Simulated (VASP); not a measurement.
A run of VASP 6.6.1 is set up as follows.

File INCAR:

```
ALGO     = Normal         # electronic algorithm
EDIFF    = 1E-7           # SCF threshold, eV
EDIFFG   = -0.01          # ionic threshold
ENCUT    = 500            # plane-wave cutoff, eV
GGA      = RE             # functional
GGA_COMPAT= F            
IBRION   = 2              # ionic algorithm
ISIF     = 3              # what is computed and relaxed
ISMEAR   = 0              # smearing method
IVDW     = 12             # dispersion correction
LASPH    = T              # aspherical terms in the spheres
LCHARG   = F              # write CHGCAR
LREAL    = F              # projectors in reciprocal space
LWAVE    = F              # write WAVECAR
NELM     = 120            # most SCF steps
NELMIN   = 4            
NSW      = 80             # ionic steps
PREC     = Accurate       # precision mode
SIGMA    = 0.01           # smearing width, eV
```

KPOINTS

```
k-points
0
Gamma
  2 5 5
```

The input POSCAR:

```
SnSe
1.0
   11.4200000000      0.0000000000      0.0000000000
    0.0000000000      4.1900000000      0.0000000000
    0.0000000000      0.0000000000      4.4600000000
Sn Se
4 4
Direct
    0.1230000000      0.2500000000      0.0910000000
    0.3770000000      0.7500000000      0.5910000000
    0.6230000000      0.2500000000      0.4090000000
    0.8770000000      0.7500000000      0.9090000000
    0.3570000000      0.2500000000      0.0160000000
    0.1430000000      0.7500000000      0.5160000000
    0.8570000000      0.2500000000      0.4840000000
    0.6430000000      0.7500000000      0.9840000000
```

Potentials or basis: VASP PAW PBE potentials, release 64 (Sn_d, Se).

The run is started by

```sh
$ cat potpaw_PBE.64/Sn_d/POTCAR potpaw_PBE.64/Se/POTCAR > POTCAR
$ mpirun -np 1 vasp_std > vasp.out
```

**Question.** What does it give for the band gap on the k mesh?

**Answer.** 0.44 eV (least direct gap 0.93 eV).

**Question.** Estimate the relaxed volume.

**Answer.** 25.68 Å³/atom.

**Question.** Predict the relaxed cell.

**Answer.** a = 11.444 Å, b = 4.150 Å, c = 4.326 Å, α = 90.00°, β = 90.00°, γ = 90.00°.

**Question.** Estimate the space group after relaxing (to 0.1 Å).

**Answer.** Pnma (No. 62).

Forces in eV/Å, atoms in the order of the input:
```
Sn  -0.008  0.000 -0.002
Sn   0.008  0.000 -0.002
Sn  -0.008  0.000  0.002
Sn   0.008  0.000  0.002
Se   0.007  0.000 -0.003
Se  -0.007  0.000 -0.003
Se   0.007  0.000  0.003
Se  -0.007  0.000  0.003
```

Caveat: semilocal functionals underestimate gaps, and a narrow one can read as zero; the PAW data sets were made with another functional, which shifts forces and pressure a little; spin-orbit coupling is left out, which moves the levels of the heavy elements. A k mesh can miss the band edges.
